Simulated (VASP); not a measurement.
Runs of VASP 6.6.1 on BAs. The structure is that of space group I-4m2 (No. 119), or close to it. The cells are those of the table. 

| cell | gap on the mesh (eV) | pressure (GPa) |
| --- | --- | --- |
| a = 3.180, b = 3.180, c = 3.247 Å, angles 59.3, 59.3, 61.4°, 2 atoms | 0.45 | (c) |
| a = 3.393, b = 3.393, c = 3.112 Å, angles 62.7, 62.7, 54.6°, 2 atoms | none | 15.5 |
| a = 3.385, b = 3.385, c = 3.247 Å, angles 61.3, 61.3, 57.3°, 2 atoms | 0.67 | (b) |
| a = 3.250, b = 3.250, c = 3.383 Å, angles 58.6, 58.6, 62.7°, 2 atoms | none | 14.2 |
| a = 3.250, b = 3.250, c = 3.112 Å, angles 61.4, 61.4, 57.2°, 2 atoms | 0.45 | 33.5 |
| a = 3.321, b = 3.321, c = 3.112 Å, angles 62.1, 62.1, 55.9°, 2 atoms | 0.18 | (a) |

Alike in all rows: task single point; level r2SCAN; potentials or basis VASP PAW PBE potentials, release 64 (B, As); no spin polarisation; k mesh 10 × 10 × 10; cutoff (eV) 520; smearing gaussian 0.05 eV.

**Question.** Fill in the values left out.

**Answer.** (a) 23.7; (b) 6.8; (c) 33.2.

Caveats: the cell stands under pressure; the PAW data sets were made with another functional, which shifts forces and pressure a little; semilocal functionals underestimate gaps, so a narrow gap can read as zero (at least some runs).

A k mesh can miss the band edges, and the runs leave out spin-orbit coupling on As.

A gap of «none» marks levels without a gap at the run's occupations.
